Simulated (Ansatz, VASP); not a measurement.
## One calculation of MoS2, two programs

```
CELL_PARAMETERS angstrom
3.17150 0.00000 0.00000
-1.58575 2.74660 0.00000
0.00000 0.00000 12.33585
ATOMIC_POSITIONS crystal
Mo 0.33333 0.66667 0.25000
Mo 0.66667 0.33333 0.75000
S 0.33333 0.66667 0.62750
S 0.66667 0.33333 0.12750
S 0.33333 0.66667 0.87250
S 0.66667 0.33333 0.37250
```

Change from the starting cell: volume scaled by 1.01, crystal datasets.

Alike in both runs: task electric field gradients; functional LDA; k mesh 10 × 10 × 3; occupations fermi-dirac, width 0.03 eV; no spin polarisation.

|  | VASP | Ansatz |
| --- | --- | --- |
| version | VASP 6.6.1 | Ansatz 0.2.0 |
| potentials or method | VASP PAW LDA potentials, release 64 (Mo_sv, S), cutoff 520 eV | all-electron PAW with datasets made for the crystal, scalar-relativistic |

|  | VASP | Ansatz | Ansatz less VASP |
| --- | --- | --- | --- |
| pressure (GPa) | -0.4 | -0.5 | -0.06 |
| traceless stress, the component that is largest in VASP (GPa) | 4.41 | 4.45 | +0.037 |
| rms of the force components (eV/Å) | 0.274 | 0.269 | -0.0046 |
| size of Vzz on the site where it differs most (V/Å²) | 95.5 | 92.4 | -3.06 |

LDA's correlation is that of Perdew and Zunger in VASP and of Perdew and Wang (1992) in Ansatz. Atom by atom the forces differ by 0.005 eV/Å (rms over components). Ansatz ran all-electron here, and VASP with PAW potentials.
